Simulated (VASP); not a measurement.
# Co in VASP: a series of runs

Runs on Co. Level: PBE. Tasks: single point.

Program: VASP 6.6.1. These are calculated values, not measurements. Logs are shortened: lines on timing, memory, paths and dates and some standing lists are left out, and cuts for length are marked.

### Step 1. The cell of the first run

The cell holds a sheet with vacuum, 1 atom: a = 2.347 Å, b = 2.347 Å, c = 23.800 Å, α = 90.00°, β = 90.00°, γ = 120.00°.

### Step 2. Single point, PBE, collinear spin, ferromagnetic start

File INCAR:

```
PREC = Accurate
ENCUT = 520
EDIFF = 1E-6
ISMEAR = -1
SIGMA = 0.05
LREAL = False
LASPH = True
NELM = 150
ALGO = Normal
ISIF = 2
LWAVE = False
LCHARG = True
ISPIN = 2
MAGMOM = 2
LORBIT = 11
LMAXMIX = 4
LDIPOL = True
IDIPOL = 3
DIPOL = 0.5 0.5 0.294
GGA = PE
LELF = True
LVHAR = True
LVACPOTAV = True
NBANDS = 14
```

File KPOINTS:

```
regular mesh
0
Gamma
  13 13 1
```

File POSCAR:

```
Co
1.0
    2.3471491187      0.0000028868      0.0000000000
   -1.1735770593      2.0326893199      0.0000000000
    0.0000000000      0.0000000000     23.8000000000
Co
1
Direct
    0.0000000000      0.0000000000      0.2941200000
```

Potentials or basis: VASP PAW PBE potentials, release 64 (Co).

Run with:

```bash
$ cat potpaw_PBE.64/Co/POTCAR > POTCAR
$ mpirun -np 1 vasp_std > vasp.out
```

OUTCAR:

```text
PREC = Accurate
   ENCUT = 520
   EDIFF = 1E-6
   ISMEAR = -1
   LREAL = False
   LASPH = True
   NELM = 150
   ISIF = 2
   ISPIN = 2
   LORBIT = 11
   GGA = PE

 ion  position               nearest neighbor table
   1  0.000  0.000  0.294-

  LATTYP: Found a hexagonal cell.
 ALAT       =     2.3471491187
 C/A-ratio  =    10.1399607764

  Lattice vectors:

 A1 = (   2.3471491187,   0.0000028868,   0.0000000000)
 A2 = (  -1.1735770593,   2.0326893199,   0.0000000000)
 A3 = (   0.0000000000,   0.0000000000,  23.8000000000)

Analysis of symmetry for initial positions (statically):
=====================================================================
 Subroutine PRICEL returns:
 Original cell was already a primitive cell.

 Routine SETGRP: Setting up the symmetry group for a
 hexagonal supercell.

 Subroutine GETGRP returns: Found 24 space group operations
 (whereof 12 operations were pure point group operations)
 out of a pool of 24 trial point group operations.

The static configuration has the point symmetry C_6v.
 The point group associated with its full space group is D_6h.

Analysis of symmetry for dynamics (positions and initial velocities):
=====================================================================
 Subroutine PRICEL returns:
 Original cell was already a primitive cell.

 Routine SETGRP: Setting up the symmetry group for a
 hexagonal supercell.

 Subroutine GETGRP returns: Found 24 space group operations
 (whereof 12 operations were pure point group operations)
 out of a pool of 24 trial point group operations.

The dynamic configuration has the point symmetry C_6v.
 The point group associated with its full space group is D_6h.

Analysis of structural, dynamic, and magnetic symmetry:
=====================================================================
 Subroutine PRICEL returns:
 Original cell was already a primitive cell.

 Routine SETGRP: Setting up the symmetry group for a
 hexagonal supercell.

 Subroutine GETGRP returns: Found 24 space group operations
 (whereof 12 operations were pure point group operations)
 out of a pool of 24 trial point group operations.

The overall configuration has the point symmetry C_6v.
 The point group associated with its full space group is D_6h.

 Subroutine INISYM returns: Found 24 space group operations
 (whereof 12 operations are pure point group operations),
 and found     1 'primitive' translations

----------------------------------------------------------------------------------------

                                     Primitive cell

  volume of cell :     113.5505

  direct lattice vectors                    reciprocal lattice vectors
     2.347149119  0.000002887  0.000000000     0.426048470  0.245979897  0.000000000
    -1.173577059  2.032689320  0.000000000    -0.000000605  0.491958747  0.000000000
     0.000000000  0.000000000 23.800000000     0.000000000  0.000000000  0.042016807

  length of vectors
     2.347149119  2.347149119 23.800000000     0.491958747  0.491958747  0.042016807

  position of ions in fractional coordinates (direct lattice)
     0.000000000  0.000000000  0.294120000

  ion indices of the primitive-cell ions
   primitive index   ion index
                 1           1

----------------------------------------------------------------------------------------

 KPOINTS: regular mesh

Automatic generation of k-mesh.
 Grid dimensions read from file:
 generate k-points for:   13   13    1

 Generating k-lattice:

  Cartesian coordinates                     Fractional coordinates (reciprocal lattice)
     0.032772959  0.018921531  0.000000000     0.076923077  0.000000000  0.000000000
    -0.000000047  0.037842981  0.000000000    -0.000000000  0.076923077  0.000000000
     0.000000000  0.000000000  0.042016807     0.000000000  0.000000000  1.000000000

  Length of vectors
     0.037842981  0.037842981  0.042016807

  Shift w.r.t. Gamma in fractional coordinates (k-lattice)
     0.000000000  0.000000000  0.000000000

 Subroutine IBZKPT returns following result:
 ===========================================

 Found     21 irreducible k-points:

 Following reciprocal coordinates:
            Coordinates               Weight
  0.000000  0.000000  0.000000      1.000000
  0.076923  0.000000  0.000000      6.000000
  0.153846  0.000000  0.000000      6.000000
  0.230769  0.000000  0.000000      6.000000
  0.307692  0.000000  0.000000      6.000000
  0.384615  0.000000  0.000000      6.000000
[... 13 lines left out ...]
  0.384615  0.230769  0.000000      6.000000
  0.307692  0.307692  0.000000      6.000000
   k-points           NKPTS =     21   k-points in BZ     NKDIM =     21   number of bands    NBANDS=     14
   number of dos      NEDOS =    301   number of ions     NIONS =      1
   total plane-waves  NPLWV =  58320
   dimension x,y,z NGX =    18 NGY =   18 NGZ =  180
   dimension x,y,z NGXF=    36 NGYF=   36 NGZF=  360
   ions per type =               1
   NGX,Y,Z   is equivalent  to a cutoff of  12.75, 12.75, 12.57 a.u.
   NGXF,Y,Z  is equivalent  to a cutoff of  25.50, 25.50, 25.15 a.u.
 SYSTEM =  unknown system
   PREC   = accura    normal or accurate (medium, high low for compatibility)
   ISTART =      0    job   : 0-new  1-cont  2-samecut
   ICHARG =      2    charge: 1-file 2-atom 10-const
   ISPIN  =      2    spin polarized calculation?
   LNONCOLLINEAR =      F non collinear calculations
   LSORBIT =      F    spin-orbit coupling
   LASPH  =      T    aspherical Exc in radial PAW
   ENCUT  =  520.0 eV  38.22 Ry    6.18 a.u.   4.36  4.36 44.25*2*pi/ulx,y,z
   NELM   =    150;   NELMIN=  2; NELMDL= -5     # of ELM steps
   EDIFF  = 0.1E-05   stopping-criterion for ELM
   LREAL  =      F    real-space projection
   EDIFFG = 0.1E-04   stopping-criterion for IOM
   NSW    =      0    number of steps for IOM
   IBRION =     -1    ionic relax: 0-MD 1-quasi-New 2-CG
   NFREE  =      0    steps in history (QN), initial steepest desc. (CG)
   ISIF   =      2    stress and relaxation
   ISYM   =      2    0-nonsym 1-usesym 2-fastsym
   POTIM  = 0.5000    time-step for ionic-motion
   TEBEG  =    0.0;   TEEND  =   0.0 temperature during run
   PSTRESS=    0.0 pullay stress
   NELECT =       9.0000    total number of electrons
   NUPDOWN=      -1.0000    fix difference up-down
   EMIN   =  10.00;   EMAX   =-10.00  energy-range for DOS
   EFERMI =   0.00;   METHOD = LEGACY
   ISMEAR =    -1;   SIGMA  =   0.05  broadening in eV -4-tet -1-fermi 0-gaus
   EFERMI_NEDOS =   21; number of points for ismear=-14 and -15
   IALGO  =     38    algorithm
   IMIX   =      4    mixing-type and parameters
     AMIX     =   0.40;   BMIX     =  1.00
     AMIX_MAG =   1.60;   BMIX_MAG =  1.00
  volume/ion in A,a.u.               =     113.55       766.28
  Fermi-wavevector in a.u.,A,eV,Ry     =   0.703222  1.328898  6.728376  0.494522
  Thomas-Fermi vector in A             =   1.788135
   LORBIT       =     11    0 simple, 1 ext, 2 COOP (PROOUT), +10 PAW based schemes
   GGA     = PE    functional components
   LHFCALC =     F    Hartree Fock is set to
   AEXX    =    0.0000 exact exchange contribution
   IVDW    =     0    specifies the selected vdW correction
   LEPSILON=     F    determine dielectric tensor
   LRPA    =     F    only Hartree local field effects (RPA)
 spin polarized calculation
  energy-cutoff  :      520.00
  volume of cell :      113.55
 maximum number of plane-waves:      3131
 NGX is ok and might be reduce to    18
   NGX =  9   NGY =  9   NGZ = 89

 dipolmoment           0.000000      0.000000      0.000020 electrons x Angstroem

 number of electron       8.9999999 magnetization       1.7209208

 dipolmoment           0.000000      0.000000     -0.000004 electrons x Angstroem

 Free energy of the ion-electron system (eV)
  ---------------------------------------------------
  ext. energy  EPLUGINS =         0.00000000
  ---------------------------------------------------
  free energy    TOTEN  =        -5.63956733 eV

  energy without entropy =       -5.62463413  energy(sigma->0) =       -5.63210073

 E-fermi :  -3.6367     XC(G=0):  -2.0611

 val. band max:       -3.6985348155   @ k =   0.3077   0.0769   0.0000
 cond. band min:      -3.6224689380   @ k =   0.2308   0.2308   0.0000
 fundamental gap:      0.0760658774
 Fermi energy:        -3.6366809743

 spin component 1

 k-point     1 :       0.0000    0.0000    0.0000
  band No.  band energies     occupation
      1     -10.0138      1.00000
      2      -6.5080      1.00000
      3      -6.0856      1.00000
      4      -6.0856      1.00000
      5      -4.8171      1.00000
      6      -4.8171      1.00000
      7      -3.3430      0.00280
      8       1.1377      0.00000
      9       1.6069      0.00000
     10       1.6689      0.00000
     11       2.5445      0.00000
     12       2.7749      0.00000
     13       4.1472      0.00000
     14       4.5466      0.00000

 k-point     2 :       0.0769    0.0000    0.0000
  band No.  band energies     occupation
      1      -9.7710      1.00000
      2      -6.4312      1.00000
      3      -6.1702      1.00000
      4      -5.9691      1.00000
      5      -5.1736      1.00000
      6      -4.8409      1.00000
      7      -2.8528      0.00000
      8       1.3438      0.00000
      9       1.8290      0.00000
     10       1.8822      0.00000
     11       2.7675      0.00000
     12       2.9845      0.00000
     13       4.3713      0.00000
     14       4.7535      0.00000
[... 291 lines left out ...]
  band No.  band energies     occupation
      1      -7.2011      1.00000
      2      -6.8174      1.00000
      3      -5.9550      1.00000
      4      -5.6739      1.00000
      5      -5.2990      1.00000
      6       2.1849      0.00000
      7       4.7686      0.00000
      8       7.3276      0.00000
      9       9.1065      0.00000
     10       9.1451      0.00000
     11      11.2816      0.00000
     12      11.7956      0.00000
     13      12.1677      0.00000
     14      12.2499      0.00000

 k-point    21 :       0.3077    0.3077    0.0000
  band No.  band energies     occupation
      1      -6.7170      1.00000
      2      -6.6164      1.00000
      3      -6.2150      1.00000
      4      -6.2014      1.00000
      5      -5.2977      1.00000
      6       2.9518      0.00000
      7       5.6570      0.00000
      8       7.0431      0.00000
      9       7.7230      0.00000
     10      10.5877      0.00000
     11      11.2352      0.00000
     12      11.3341      0.00000
     13      11.9778      0.00000
     14      12.0432      0.00000
 Fermi energy:        -3.6366809743

 spin component 2

 k-point     1 :       0.0000    0.0000    0.0000
  band No.  band energies     occupation
      1      -9.7806      1.00000
      2      -5.0627      1.00000
      3      -4.4913      1.00000
      4      -4.4913      1.00000
      5      -3.4024      0.00915
      6      -2.6859      0.00000
      7      -2.6859      0.00000
      8       1.0497      0.00000
      9       1.4761      0.00000
     10       1.6901      0.00000
     11       2.4839      0.00000
     12       2.7767      0.00000
     13       4.1075      0.00000
     14       4.5303      0.00000

 k-point     2 :       0.0769    0.0000    0.0000
  band No.  band energies     occupation
      1      -9.5322      1.00000
      2      -4.9728      1.00000
      3      -4.5944      1.00000
      4      -4.3652      1.00000
      5      -3.7743      0.94008
      6      -2.7135      0.00000
      7      -2.2058      0.00000
      8       1.2534      0.00000
      9       1.7040      0.00000
     10       1.9031      0.00000
     11       2.7094      0.00000
     12       2.9844      0.00000
     13       4.3346      0.00000
     14       4.7347      0.00000
[... 292 lines left out ...]
      1      -5.9700      1.00000
      2      -5.1066      1.00000
      3      -4.4265      1.00000
      4      -4.0588      0.99978
      5      -3.3290      0.00212
      6       2.6671      0.00000
      7       5.3564      0.00000
      8       7.5569      0.00000
      9       9.0983      0.00000
     10       9.5355      0.00000
     11      11.0979      0.00000
     12      11.6908      0.00000
     13      12.1771      0.00000
     14      12.2615      0.00000

 k-point    21 :       0.3077    0.3077    0.0000
  band No.  band energies     occupation
      1      -5.4665      1.00000
      2      -4.9709      1.00000
      3      -4.8647      1.00000
      4      -4.3725      1.00000
      5      -3.3201      0.00178
      6       3.4736      0.00000
      7       6.0849      0.00000
      8       7.5564      0.00000
      9       7.9407      0.00000
     10      10.6854      0.00000
     11      11.1675      0.00000
     12      11.1876      0.00000
     13      11.9432      0.00000
     14      11.9896      0.00000

------------------------ aborting loop because EDIFF is reached ----------------------------------------

  FORCE on cell =-STRESS in cart. coord.  units (eV):
  Direction    XX          YY          ZZ          XY          YZ          ZX
  --------------------------------------------------------------------------------------
  -------------------------------------------------------------------------------------
  Total       -0.1219371     -0.1219371     -0.0001800     -0.0000000     -0.0000000      0.0000000
  in kB       -1.7205110     -1.7205110     -0.0025399     -0.0000000     -0.0000000      0.0000000
  external PRESSURE =      -1.1478540 kB  Pullay stress =       0.0000000 kB

 VOLUME and BASIS-vectors are now :
 -----------------------------------------------------------------------------
  energy-cutoff  :      520.00
  volume of cell :      113.55
      direct lattice vectors                 reciprocal lattice vectors
     2.347149119  0.000002887  0.000000000     0.426048470  0.245979897  0.000000000
    -1.173577059  2.032689320  0.000000000    -0.000000605  0.491958747  0.000000000
     0.000000000  0.000000000 23.800000000     0.000000000  0.000000000  0.042016807

 POSITION                                       TOTAL-FORCE (eV/Angst)
 -----------------------------------------------------------------------------------
      0.00000      0.00000      7.00006        -0.000000      0.000000     -0.000000
 -----------------------------------------------------------------------------------
    total drift:                                0.000000      0.000000     -0.000052

  FREE ENERGIE OF THE ION-ELECTRON SYSTEM (eV)
  ---------------------------------------------------
  free  energy   TOTEN  =        -5.6395673330 eV

  energy  without entropy=       -5.6246341312  energy(sigma->0) =       -5.63210073

 vacuum level on the upper side and lower side of the slab         1.548         1.548

 total charge

# of ion       s       p       d       tot
------------------------------------------
    1        0.531   0.378   7.227   8.136

 magnetization (x)

# of ion       s       p       d       tot
------------------------------------------
    1       -0.004  -0.047   1.819   1.768
```

It took 66 s on 1 thread of Intel Xeon 6975P-C (Granite Rapids), shared host; peak memory 0.29 GiB.

What came out:

```
Free energy                                           : -5.6396 eV
Net moment                                            : 1.72 μB per cell
Site moments                                          : Co +1.77 μB
Valence electrons inside the program's atomic spheres : Co 8.14
```

Levels at points of the mesh, in eV from the Fermi level:
Spin up:
```
           k point  band 2  band 3  band 4  band 5  band 6  band 7  band 8  band 9
(0.00, 0.00, 0.00)   -2.87   -2.45   -2.45   -1.18   -1.18    0.29    4.77    5.24
```
Spin down:
| k point | band 1 | band 2 | band 3 | band 4 | band 5 | band 6 | band 7 | band 8 | band 9 |
| --- | --- | --- | --- | --- | --- | --- | --- | --- | --- |
| (0.00, 0.00, 0.00) | -6.14 | -1.43 | -0.85 | -0.85 | 0.23 | 0.95 | 0.95 | 4.69 | 5.11 |

### Step 3. Single point, PBE, collinear spin, ferromagnetic start

File INCAR:

```
SYSTEM = Co
  PREC = Accurate
  ENCUT = 520
  EDIFF = 1E-6
  ISMEAR = -1
  SIGMA = 0.05
  LREAL = .False.
  LASPH = .True.
  NELM = 150
  ALGO = Normal
  ISIF = 2
  LWAVE = .False.
  LCHARG = .True.
  ISPIN = 2
  MAGMOM = 2
  LORBIT = 11
  LMAXMIX = 4
  GGA = PE
  LELF = .True.
  LVHAR = .True.
  NBANDS = 14
```

File KPOINTS:

```
regular mesh
0
Gamma
  13 13 1
  0 0 0
```

POSCAR is that of step 2.

Potentials or basis: VASP PAW PBE potentials, release 64 (Co).

Run with:

```bash
$ cat potpaw_PBE.64/Co/POTCAR > POTCAR
$ mpirun -np 1 vasp_std > vasp.out
```

It took 55 s on 1 thread of Intel Xeon 6975P-C (Granite Rapids), shared host; peak memory 0.28 GiB.

The run converged. Its results:

```yaml
Free_energy: -5.6396 eV
Net_moment: 1.72 μB per cell
Site_moments: Co +1.77 μB
Valence_electrons_inside_the_program's_atomic_spheres: Co 8.14
```

Levels at points of the mesh, in eV from the Fermi level:
Spin up:
```tsv
k point	band 3	band 4	band 5	band 6	band 7	band 8
(0.00, 0.00, 0.00)	-2.45	-2.45	-1.18	-1.18	0.29	4.77
```
Spin down:
```tsv
k point	band 2	band 3	band 4	band 5	band 6	band 7
(0.00, 0.00, 0.00)	-1.43	-0.85	-0.85	0.23	0.95	0.95
```

### Step 4. Single point, PBE, collinear spin, ferromagnetic start

File INCAR:

```
SYSTEM = Co
  PREC = Accurate
  ENCUT = 520
  EDIFF = 1E-6
  ISMEAR = -1
  SIGMA = 0.05
  LREAL = .FALSE.
  LASPH = .TRUE.
  NELM = 150
  ALGO = Normal
  ISIF = 2
  LWAVE = .FALSE.
  LCHARG = .TRUE.
  ISPIN = 2
  MAGMOM = 2
  LORBIT = 11
  LMAXMIX = 4
  LDIPOL = .TRUE.
  IDIPOL = 3
  DIPOL = 0.5 0.5 0.294
  GGA = PE
  LELF = .TRUE.
  LVHAR = .TRUE.
  LVACPOTAV = .TRUE.
  NBANDS = 14
```

File KPOINTS:

```
regular mesh
0
G
  13 13 1
  0 0 0
```

File POSCAR:

```
Co
1.0
    2.3471500000      0.0000000000      0.0000000000
   -1.1735800000      2.0326900000      0.0000000000
    0.0000000000      0.0000000000     23.8000000000
Co
1
Direct
    0.0000000000      0.0000000000      0.2941200000
```

Run with:

```bash
$ cat potpaw_PBE.64/Co/POTCAR > POTCAR
$ mpirun -np 1 vasp_std > vasp.out
```

It took 2 min on 1 thread of Intel Xeon Platinum 8559C (Emerald Rapids), shared host; peak memory 0.29 GiB.

It converged, with:

```
Free energy                                           : -5.6396 eV
Net moment                                            : 1.72 μB per cell
Site moments                                          : Co +1.77 μB
Valence electrons inside the program's atomic spheres : Co 8.14
```

Levels at points of the mesh, in eV from the Fermi level:
Spin up:
| k point | band 3 | band 4 | band 5 | band 6 | band 7 | band 8 |
| --- | --- | --- | --- | --- | --- | --- |
| (0.00, 0.00, 0.00) | -2.45 | -2.45 | -1.18 | -1.18 | 0.29 | 4.77 |
Spin down:
| k point | band 2 | band 3 | band 4 | band 5 | band 6 | band 7 |
| --- | --- | --- | --- | --- | --- | --- |
| (0.00, 0.00, 0.00) | -1.43 | -0.85 | -0.85 | 0.23 | 0.95 | 0.95 |
